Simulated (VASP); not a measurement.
Here is a VASP 6.6.1 calculation.

The input INCAR:

```
PREC     = Accurate       # precision mode
ENCUT    = 520            # plane-wave cutoff, eV
EDIFF    = 1E-7           # SCF threshold, eV
ISMEAR   = 0              # smearing method
SIGMA    = 0.01           # smearing width, eV
LREAL    = F              # projectors in reciprocal space
LASPH    = T              # aspherical terms in the spheres
NELM     = 100            # most SCF steps
ALGO     = Normal         # electronic algorithm
ISIF     = 2              # what is computed and relaxed
LWAVE    = F              # write WAVECAR
LCHARG   = F              # write CHGCAR
NBANDS   = 11             # bands
```

The input KPOINTS:

```
Automatic mesh
0
Gamma
  8 8 8
```

The input POSCAR:

```
NaH
1.0
    0.0000000000      2.3455367674      2.3572644512
    2.3455367674      0.0000000000      2.3572644512
    2.3455367674      2.3455367674      0.0000000000
Na H
1 1
Direct
    0.0000000000      0.0000000000      0.0000000000
    0.5000000000      0.5000000000      0.5000000000
```

Potentials or basis: VASP PAW LDA potentials, release 64 (Na_pv, H).

Run with:

```console
$ cat potpaw_LDA.64/Na_pv/POTCAR potpaw_LDA.64/H/POTCAR > POTCAR
$ mpirun -np 1 vasp_std > vasp.out
```

(1) Estimate the pressure.

(2) Estimate the band gap on the k mesh.

Answers

(1) -0.2 GPa.

(2) 3.53 eV, indirect (least direct gap 4.49 eV).

Caveat: the cell differs from its parent crystal (z stretched by +0.5 %, x and y held).
